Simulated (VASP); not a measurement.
A run of VASP 6.6.1 is set up as follows.

Contents of INCAR:

```
SYSTEM = SnO2
ALGO = Normal
EDIFF = 1E-6
EDIFFG = -0.01
ENCUT = 600
GGA = RP
IBRION = 2
ISIF = 3
ISMEAR = -1
IVDW = 12
LASPH = .TRUE.
LCHARG = .FALSE.
LREAL = .FALSE.
LWAVE = .FALSE.
NELM = 100
NSW = 60
PREC = Accurate
SIGMA = 0.05
```

File KPOINTS:

```
k-points
0
G
  5 5 5
  0 0 0
```

Contents of POSCAR:

```
SnO2
1.0
    5.1752560000      0.0000000000      0.0000000000
    0.0000000000      5.1752560000      0.0000000000
    0.0000000000      0.0000000000      5.1752560000
Sn O
4 8
Direct
    0.0000000000      0.0000000000      0.0000000000
    0.5000000000      0.0000000000      0.5000000000
    0.5000000000      0.5000000000      0.0000000000
    0.0000000000      0.5000000000      0.5000000000
    0.6610980000      0.8389020000      0.1610980000
    0.8389020000      0.1610980000      0.6610980000
    0.1610980000      0.6610980000      0.8389020000
    0.3389020000      0.3389020000      0.3389020000
    0.6610980000      0.6610980000      0.6610980000
    0.8389020000      0.3389020000      0.1610980000
    0.1610980000      0.8389020000      0.3389020000
    0.3389020000      0.1610980000      0.8389020000
```

Potentials or basis: VASP PAW PBE potentials, release 64 (Sn_d, O).

The run is started by

```sh
$ cat potpaw_PBE.64/Sn_d/POTCAR potpaw_PBE.64/O/POTCAR > POTCAR
$ mpirun -np 1 vasp_std > vasp.out
```

Problem. Predict the relaxed volume.

Solution. 10.73 Å³/atom.

Problem. Estimate the band gap on the k mesh.

Solution. 1.37 eV (least direct gap 1.45 eV).

Problem. Estimate the relaxed cell.

Solution. a = 5.050 Å, b = 5.050 Å, c = 5.050 Å, α = 90.00°, β = 90.00°, γ = 90.00°.

Problem. What does it give for the space group after relaxing (to 0.1 Å)?

Solution. Pa-3 (No. 205).

Final structure:
```yaml
crystal:
  lattice:
    - [5.04996, 0.00000, 0.00000]
    - [0.00000, 5.04996, 0.00000]
    - [0.00000, 0.00000, 5.04996]
  atoms:
    - { symbol: Sn, position: [0.00000, 0.00000, 0.00000] }
    - { symbol: Sn, position: [0.50000, 0.00000, 0.50000] }
    - { symbol: Sn, position: [0.50000, 0.50000, 0.00000] }
    - { symbol: Sn, position: [0.00000, 0.50000, 0.50000] }
    - { symbol: O, position: [0.65808, 0.84192, 0.15808] }
    - { symbol: O, position: [0.84192, 0.15808, 0.65808] }
    - { symbol: O, position: [0.15808, 0.65808, 0.84192] }
    - { symbol: O, position: [0.34192, 0.34192, 0.34192] }
    - { symbol: O, position: [0.65808, 0.65808, 0.65808] }
    - { symbol: O, position: [0.84192, 0.34192, 0.15808] }
    - { symbol: O, position: [0.15808, 0.84192, 0.34192] }
    - { symbol: O, position: [0.34192, 0.15808, 0.84192] }
```

Caveat: the PAW data sets were made with another functional, which shifts forces and pressure a little; spin-orbit coupling is left out, which moves the levels of the heavy elements; an odd mesh through Γ misses points on the zone boundary, where band edges can lie.
